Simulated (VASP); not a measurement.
# MgI2 (P-3m1) in VASP: a series of runs

Runs on MgI2. Level: PBE. Tasks: single point.

Program: VASP 6.6.1. These are calculated values, not measurements. Logs are shortened: lines on timing, memory, paths and dates and some standing lists are left out, and cuts for length are marked.

**1. The cell of the first run**

Symmetry: P-3m1, No. 164, trigonal system. The conventional cell has a = 4.295 Å, b = 4.295 Å, c = 7.975 Å, α = 90.00°, β = 90.00°, γ = 120.00°. Within 4.1 Å of Mg (site symmetry -3m) lie 6 I at 3.10 Å. I (site symmetry 3m) has 3 Mg at 3.10 Å within 4.1 Å.

**2. Single point, PBE**

File INCAR:

```
SYSTEM = MgI2
PREC     = Accurate       ! precision mode
ENCUT    = 520            ! plane-wave cutoff, eV
EDIFF    = 1E-6           ! SCF threshold, eV
ISMEAR   = 0              ! smearing method
SIGMA    = 0.05           ! smearing width, eV
LREAL    = .False.        ! projectors in reciprocal space
LASPH    = .True.         ! aspherical terms in the spheres
NELM     = 60             ! most SCF steps
ALGO     = Normal         ! electronic algorithm
ISIF     = 2              ! what is computed and relaxed
LWAVE    = .False.        ! write WAVECAR
LCHARG   = .True.         ! write CHGCAR
GGA      = PE             ! functional
LELF     = .True.         ! ELF
LVHAR    = .True.       
NBANDS   = 15             ! bands
```

File KPOINTS:

```
regular mesh
0
Gamma
  6 6 4
  0 0 0
```

File POSCAR:

```
MgI2
1.0
    4.2950988506      0.0000000000      0.0000000000
   -2.1475494253      3.7196647164      0.0000000000
    0.0000000000      0.0000000000      7.9749240755
Mg I
1 2
Direct
    0.0000000000      0.0000000000      0.0000000000
    0.3333333333      0.6666666667      0.7666648737
    0.6666666667      0.3333333333      0.2333351263
```

Potentials or basis: VASP PAW PBE potentials, release 64 (Mg, I).

Started as:

```sh
$ cat potpaw_PBE.64/Mg/POTCAR potpaw_PBE.64/I/POTCAR > POTCAR
$ mpirun -np 1 vasp_std > vasp.out
```

OUTCAR:

```text
SYSTEM = MgI2
   PREC = Accurate
   ENCUT = 520
   EDIFF = 1E-6
   ISMEAR = 0
   LREAL = .False.
   LASPH = .True.
   NELM = 60
   ISIF = 2
   GGA = PE

 ion  position               nearest neighbor table
   1  0.000  0.000  0.000-   2 3.10   3 3.10   3 3.10   2 3.10   3 3.10   2 3.10
   2  0.333  0.667  0.767-   1 3.10   1 3.10   1 3.10
   3  0.667  0.333  0.233-   1 3.10   1 3.10   1 3.10

  LATTYP: Found a hexagonal cell.
 ALAT       =     4.2950988506
 C/A-ratio  =     1.8567498334

  Lattice vectors:

 A1 = (   4.2950988506,   0.0000000000,   0.0000000000)
 A2 = (  -2.1475494253,   3.7196647164,   0.0000000000)
 A3 = (   0.0000000000,   0.0000000000,   7.9749240755)

Analysis of symmetry for initial positions (statically):
[... 33 lines left out ...]
                                     Primitive cell

  volume of cell :     127.4100

  direct lattice vectors                    reciprocal lattice vectors
     4.295098851  0.000000000  0.000000000     0.232823512  0.134420717  0.000000000
    -2.147549425  3.719664716  0.000000000     0.000000000  0.268841435  0.000000000
     0.000000000  0.000000000  7.974924075     0.000000000  0.000000000  0.125393043

  length of vectors
     4.295098851  4.295098851  7.974924075     0.268841435  0.268841435  0.125393043

  position of ions in fractional coordinates (direct lattice)
     0.000000000  0.000000000  0.000000000
     0.333333333  0.666666667  0.766664874
     0.666666667  0.333333333  0.233335126

  ion indices of the primitive-cell ions
   primitive index   ion index
                 1           1
                 2           2
                 3           3

----------------------------------------------------------------------------------------

 KPOINTS: regular mesh

Automatic generation of k-mesh.
 Grid dimensions read from file:
 generate k-points for:    6    6    4

 Generating k-lattice:

  Cartesian coordinates                     Fractional coordinates (reciprocal lattice)
     0.038803919  0.022403453  0.000000000     0.166666667  0.000000000  0.000000000
     0.000000000  0.044806906  0.000000000     0.000000000  0.166666667  0.000000000
     0.000000000  0.000000000  0.031348261     0.000000000  0.000000000  0.250000000

  Length of vectors
     0.044806906  0.044806906  0.031348261

  Shift w.r.t. Gamma in fractional coordinates (k-lattice)
[... 9 lines left out ...]
  0.000000  0.000000  0.000000      1.000000
  0.166667  0.000000  0.000000      6.000000
  0.333333  0.000000  0.000000      6.000000
  0.500000  0.000000  0.000000      3.000000
  0.166667  0.166667  0.000000      6.000000
  0.333333  0.166667  0.000000     12.000000
[... 22 lines left out ...]
   dimension x,y,z NGXF=    64 NGYF=   64 NGZF=  120
   ions per type =               1   2
   NGX,Y,Z   is equivalent  to a cutoff of  12.39, 12.39, 12.51 a.u.
   NGXF,Y,Z  is equivalent  to a cutoff of  24.77, 24.77, 25.02 a.u.
 SYSTEM =  MgI2
   PREC   = accura    normal or accurate (medium, high low for compatibility)
   ISTART =      0    job   : 0-new  1-cont  2-samecut
   ICHARG =      2    charge: 1-file 2-atom 10-const
   ISPIN  =      1    spin polarized calculation?
   LNONCOLLINEAR =      F non collinear calculations
   LSORBIT =      F    spin-orbit coupling
   LASPH  =      T    aspherical Exc in radial PAW
   ENCUT  =  520.0 eV  38.22 Ry    6.18 a.u.   7.99  7.99 14.83*2*pi/ulx,y,z
   NELM   =     60;   NELMIN=  2; NELMDL= -5     # of ELM steps
   EDIFF  = 0.1E-05   stopping-criterion for ELM
   LREAL  =      F    real-space projection
   EDIFFG = 0.1E-04   stopping-criterion for IOM
   NSW    =      0    number of steps for IOM
   IBRION =     -1    ionic relax: 0-MD 1-quasi-New 2-CG
[... 14 lines left out ...]
     AMIX     =   0.40;   BMIX     =  1.00
     AMIX_MAG =   1.60;   BMIX_MAG =  1.00
  volume/ion in A,a.u.               =      42.47       286.60
  Fermi-wavevector in a.u.,A,eV,Ry     =   0.819811  1.549218  9.144337  0.672090
  Thomas-Fermi vector in A             =   1.930682
   LORBIT       =      0    0 simple, 1 ext, 2 COOP (PROOUT), +10 PAW based schemes
   GGA     = PE    functional components
[... 6 lines left out ...]
 Gauss-broadening in eV      SIGMA  =   0.05
  energy-cutoff  :      520.00
  volume of cell :      127.41
 maximum number of plane-waves:      3456
   NGX = 15   NGY = 15   NGZ = 29

 number of electron      16.0000002 magnetization

 Free energy of the ion-electron system (eV)
  ---------------------------------------------------
  ext. energy  EPLUGINS =         0.00000000
  ---------------------------------------------------
  free energy    TOTEN  =        -7.52802820 eV

  energy without entropy =       -7.52802820  energy(sigma->0) =       -7.52802820

 E-fermi :   0.8426     XC(G=0):  -7.3011

 val. band max:        0.5975850057   @ k =   0.0000   0.0000   0.0000
 cond. band min:       3.6471577220   @ k =   0.0000   0.0000   0.0000
 fundamental gap:      3.0495727163
 Fermi energy:         0.8425690561

 k-point     1 :       0.0000    0.0000    0.0000
  band No.  band energies     occupation
      1     -10.8765      2.00000
      2     -10.5549      2.00000
      3      -2.3161      2.00000
      4       0.1152      2.00000
      5       0.4207      2.00000
      6       0.4207      2.00000
      7       0.5976      2.00000
      8       0.5976      2.00000
      9       3.6472      0.00000
     10       5.4513      0.00000
     11       7.2428      0.00000
     12       7.2428      0.00000
     13       7.5818      0.00000
     14       8.8018      0.00000
     15       8.8018      0.00000

 k-point     2 :       0.1667    0.0000    0.0000
  band No.  band energies     occupation
      1     -10.7776      2.00000
      2     -10.4909      2.00000
      3      -2.1730      2.00000
      4      -0.4008      2.00000
      5      -0.1063      2.00000
      6       0.1178      2.00000
      7       0.1891      2.00000
      8       0.5212      2.00000
      9       4.3007      0.00000
     10       5.9802      0.00000
     11       6.5505      0.00000
     12       7.4578      0.00000
     13       7.6887      0.00000
     14       8.5711      0.00000
     15       8.7672      0.00000

 k-point     3 :       0.3333    0.0000    0.0000
  band No.  band energies     occupation
      1     -10.5532      2.00000
      2     -10.3669      2.00000
      3      -2.0735      2.00000
      4      -1.4303      2.00000
      5      -0.9018      2.00000
      6      -0.1570      2.00000
      7       0.0206      2.00000
      8       0.3155      2.00000
      9       4.2472      0.00000
     10       5.6963      0.00000
     11       6.5112      0.00000
     12       7.2793      0.00000
     13       7.4459      0.00000
     14       8.4374      0.00000
     15       9.4414      0.00000

 k-point     4 :       0.5000    0.0000    0.0000
  band No.  band energies     occupation
      1     -10.4112      2.00000
      2     -10.3218      2.00000
      3      -2.3396      2.00000
      4      -1.7555      2.00000
      5      -0.8282      2.00000
      6      -0.3032      2.00000
      7      -0.1656      2.00000
      8       0.2116      2.00000
      9       3.8754      0.00000
     10       5.6944      0.00000
     11       6.1745      0.00000
     12       7.2207      0.00000
     13       7.3402      0.00000
     14       8.9439      0.00000
     15       9.3506      0.00000
[... 307 lines left out ...]
 k-point    22 :       0.1667    0.1667    0.5000
  band No.  band energies     occupation
      1     -10.5849      2.00000
      2     -10.4288      2.00000
      3      -1.9659      2.00000
      4      -1.1092      2.00000
      5      -0.6404      2.00000
      6      -0.2722      2.00000
      7      -0.0292      2.00000
      8       0.1106      2.00000
      9       4.5568      0.00000
     10       6.2991      0.00000
     11       6.7170      0.00000
     12       7.1187      0.00000
     13       7.8115      0.00000
     14       8.1747      0.00000
     15       8.8109      0.00000

 k-point    23 :       0.3333    0.1667    0.5000
  band No.  band energies     occupation
      1     -10.4034      2.00000
      2     -10.3316      2.00000
      3      -2.1748      2.00000
      4      -1.6609      2.00000
      5      -0.8337      2.00000
      6      -0.6292      2.00000
      7      -0.1483      2.00000
      8      -0.0154      2.00000
      9       4.2080      0.00000
     10       5.9173      0.00000
     11       6.4810      0.00000
     12       7.2581      0.00000
     13       7.4951      0.00000
     14       8.7467      0.00000
     15       9.6352      0.00000

 k-point    24 :       0.3333    0.3333    0.5000
  band No.  band energies     occupation
      1     -10.3196      2.00000
      2     -10.3196      2.00000
      3      -1.9767      2.00000
      4      -1.4460      2.00000
      5      -1.4460      2.00000
      6      -1.1339      2.00000
      7      -0.0892      2.00000
      8      -0.0892      2.00000
      9       4.4108      0.00000
     10       6.0536      0.00000
     11       6.0536      0.00000
     12       7.6524      0.00000
     13       8.6833      0.00000
     14       9.1438      0.00000
     15       9.2821      0.00000

------------------------ aborting loop because EDIFF is reached ----------------------------------------

  FORCE on cell =-STRESS in cart. coord.  units (eV):
  Direction    XX          YY          ZZ          XY          YZ          ZX
  --------------------------------------------------------------------------------------
  -------------------------------------------------------------------------------------
  Total       -1.7323126     -1.7323126     -3.0799505     -0.0000000      0.0000000      0.0000000
  in kB      -21.7837841    -21.7837841    -38.7302944     -0.0000000      0.0000000      0.0000000
  external PRESSURE =     -27.4326208 kB  Pullay stress =       0.0000000 kB

 VOLUME and BASIS-vectors are now :
 -----------------------------------------------------------------------------
  energy-cutoff  :      520.00
  volume of cell :      127.41
      direct lattice vectors                 reciprocal lattice vectors
     4.295098851  0.000000000  0.000000000     0.232823512  0.134420717  0.000000000
    -2.147549425  3.719664716  0.000000000     0.000000000  0.268841435  0.000000000
     0.000000000  0.000000000  7.974924075     0.000000000  0.000000000  0.125393043

 POSITION                                       TOTAL-FORCE (eV/Angst)
 -----------------------------------------------------------------------------------
      0.00000      0.00000      0.00000        -0.000000      0.000000      0.000000
     -0.00000      2.47978      6.11409         0.000000      0.000000      0.836840
      2.14755      1.23989      1.86083        -0.000000     -0.000000     -0.836840
 -----------------------------------------------------------------------------------
    total drift:                                0.000000     -0.000000     -0.000000

  FREE ENERGIE OF THE ION-ELECTRON SYSTEM (eV)
  ---------------------------------------------------
  free  energy   TOTEN  =        -7.5280282032 eV

  energy  without entropy=       -7.5280282032  energy(sigma->0) =       -7.52802820
```

Wall time 23 s (1 thread of AMD EPYC 9R45 (Zen 5), shared host); peak memory 0.22 GiB.

Results:

- Free energy: -7.5280 eV
- Pressure: -2.7 GPa
- Largest force: 0.837 eV/Å
- Band gap on the k mesh: 3.05 eV, direct

Forces in eV/Å, atoms in the order of the input:
```
Mg   0.000  0.000  0.000
I    0.000  0.000  0.837
I    0.000  0.000 -0.837
```

Caveat: spin-orbit coupling is left out, which moves the levels of the heavy elements; this functional lacks dispersion, which binds the layers, so the pressure and a relaxed spacing across them are unreliable. A k mesh can miss the band edges.

[end of part 1 of 2]
